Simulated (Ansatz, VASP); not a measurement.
One calculation of PtS2, two programs

File INCAR:

```
SYSTEM = PtS2
PREC = Accurate
ENCUT = 520
EDIFF = 1E-6
ISMEAR = 0
SIGMA = 0.02
LREAL = .FALSE.
LASPH = .TRUE.
NELM = 60
ALGO = Normal
ISIF = 2
LWAVE = .FALSE.
LCHARG = .TRUE.
LDIPOL = .TRUE.
IDIPOL = 3
DIPOL = 0.5 0.5 0.500
GGA = PE
IVDW = 12
LELF = .TRUE.
LVHAR = .TRUE.
LVACPOTAV = .TRUE.
NBANDS = 18
```

KPOINTS

```
regular mesh
0
G
  9 9 1
  0 0 0
```

The input POSCAR:

```
PtS2
1.0
    3.4000000000      0.0000000000      0.0000000000
   -1.7000000000      2.9444863729      0.0000000000
    0.0000000000      0.0000000000     30.8254864268
S Pt
2 1
Direct
    0.6666666667      0.3333333333      0.4618173098
    0.3333333333      0.6666666667      0.5381826902
    0.0000000000      0.0000000000      0.5000000000
```

Input for Ansatz:

```yaml
crystal:
  lattice:
    - [3.4, 0.0, 0.0]
    - [-1.7, 2.9444863729, 0.0]
    - [0.0, 0.0, 30.8254864268]
  atoms:
    - { symbol: S, position: [0.6666666667, 0.3333333333, 0.4618173098] }
    - { symbol: Pt, position: [0.0, 0.0, 0.5] }
    - { symbol: S, position: [0.3333333333, 0.6666666667, 0.5381826902] }
  periodic: [true, true, false]
basis:
  ecutwfc: 420
kpoints:
  mp_grid: { grid: [9, 9, 1] }
hamiltonian:
  xc: pbe
  dispersion: d3bj
scf:
  occupations: { method: gaussian, width: 0.02 }
output:
  forces: true
  stress: true
  eigenvalues: true
```

Alike in both runs: task single point; functional PBE; dispersion D3(BJ); k mesh 9 × 9 × 1; occupations gaussian, width 0.02 eV; no spin polarisation.

```csv
,VASP,Ansatz
version,VASP 6.6.1,Ansatz 0.2.0
potentials or method,"VASP PAW PBE potentials, release 64 (S, Pt), cutoff 520 eV","scalar-relativistic, plane waves, PAW"
valence electrons in the cell,22,30
```

Ansatz gave:

```
gap on the k mesh at the Fermi level (eV) : 2.07
least direct gap on the mesh (eV)         : 2.16
rms of the force components (eV/Å)        : 1.113
```

**Question.** What did VASP give for the same quantities?

**Answer.** gap on the k mesh at the Fermi level (eV): 2.07; least direct gap on the mesh (eV): 2.17; rms of the force components (eV/Å): 1.087.

VASP's potentials hold 22 valence electrons a cell and Ansatz's 30, so a difference there can come from the potentials and not from the codes.

Spin-orbit coupling is off throughout.
